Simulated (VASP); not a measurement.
Write the native input for VASP 6.6.1 that does the following.

* Task: single point
* Functional: r2SCAN
* Potentials or basis: VASP PAW PBE potentials, release 64 (Sn_d, O)
* Cutoff: 520 eV
* k mesh: 6 × 6 × 6
* Occupations: gaussian, width 0.02 eV
* Spin: no spin polarisation
* Dipole correction: no
* Further INCAR settings: ALGO = Normal; EDIFF = 1e-06; NBANDS = 64

Crystal: SnO2.

```
Sn O
1.0
     4.66643    0.00000    0.00000
     0.00000    5.64462    0.00000
     0.00000    0.00000    5.16469
Sn O
4 8
Direct
  0.50000 0.66813 0.75000
  0.00000 0.83187 0.25000
  0.50000 0.33187 0.25000
  0.00000 0.16813 0.75000
  0.73306 0.60344 0.07694
  0.23306 0.89656 0.92306
  0.76694 0.89656 0.57694
  0.26694 0.60344 0.42306
  0.73306 0.39656 0.57694
  0.23306 0.10344 0.42306
  0.76694 0.10344 0.07694
  0.26694 0.39656 0.92306
```

These files were run (other wordings do the same):

POSCAR

```
SnO2
1.0
    4.6664344415      0.0000000000      0.0000000000
    0.0000000000      5.6446185365      0.0000000000
    0.0000000000      0.0000000000      5.1646888194
Sn O
4 8
Direct
    0.5000000000      0.6681279111      0.7500000000
    0.0000000000      0.8318720889      0.2500000000
    0.5000000000      0.3318720889      0.2500000000
    0.0000000000      0.1681279111      0.7500000000
    0.7330566510      0.6034424230      0.0769370940
    0.2330566510      0.8965575770      0.9230629060
    0.7669433490      0.8965575770      0.5769370940
    0.2669433490      0.6034424230      0.4230629060
    0.7330566510      0.3965575770      0.5769370940
    0.2330566510      0.1034424230      0.4230629060
    0.7669433490      0.1034424230      0.0769370940
    0.2669433490      0.3965575770      0.9230629060
```

INCAR.step1

```
PREC = Accurate
ENCUT = 520
ISMEAR = 0
SIGMA = 0.02
LREAL = False
LASPH = True
NELM = 60
NBANDS = 64
GGA = PE
ALGO = Normal
EDIFF = 1E-4
LWAVE = True
LCHARG = False
```

INCAR.step2

```
PREC = Accurate
ENCUT = 520
EDIFF = 1E-6
ISMEAR = 0
SIGMA = 0.02
LREAL = False
LASPH = True
NELM = 60
ALGO = Normal
ISIF = 2
LWAVE = False
LCHARG = False
METAGGA = R2SCAN
LMIXTAU = True
NBANDS = 64
ISTART = 1
```

KPOINTS

```
regular mesh
0
Gamma
  6 6 6
```

Potentials or basis: VASP PAW PBE potentials, release 64 (Sn_d, O).

The run is started by

```sh
$ cat potpaw_PBE.64/Sn_d/POTCAR potpaw_PBE.64/O/POTCAR > POTCAR
$ cp INCAR.step1 INCAR
$ mpirun -np 1 vasp_std > vasp.out
$ cp INCAR.step2 INCAR
$ mpirun -np 1 vasp_std > vasp.out
```

It gave:

```yaml
Pressure: 11.3 GPa
Largest_force: 0.024 eV/Å
Band_gap_on_the_k_mesh: 2.61 eV
```

Caveat: the cell stands under pressure; the PAW data sets were made with another functional, which shifts forces and pressure a little; spin-orbit coupling is left out, which moves the levels of the heavy elements.

Run time: 12 min on 1 thread of Intel(R) Xeon(R) 6975P-C (Granite Rapids), with other jobs on the host, peak memory 0.51 GiB.
